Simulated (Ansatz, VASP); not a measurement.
## C in VASP and in Ansatz

```
CELL_PARAMETERS angstrom
2.45884 0.00000 0.00000
-1.22942 2.12941 0.00000
0.00000 0.00000 7.28568
ATOMIC_POSITIONS crystal
C 0.00000 0.00000 0.00250
C 0.00000 0.00000 0.50250
C 0.33333 0.66667 0.00250
C 0.66667 0.33333 0.50250
```

Alike in both runs: functional PBEsol; k mesh 16 × 16 × 6; occupations fermi-dirac, width 0.08 eV; no spin polarisation.

Ansatz relaxed the structure, and its values are those at the end. VASP's run is a single point on that final structure, the one shown.

```csv
,VASP,Ansatz
version,VASP 6.6.1,Ansatz 0.2.0
potentials or method,"VASP PAW PBE potentials, release 64 (C)","PAW with Ansatz's default frozen-core files, scalar-relativistic"
plane-wave cutoff (eV),520,420
valence electrons in the cell,16,16
```

|  | VASP | Ansatz | Ansatz less VASP |
| --- | --- | --- | --- |
| pressure (GPa) | 0.6 | 0.0 | -0.62 |

VASP's potentials were made for PBE, not for PBEsol.
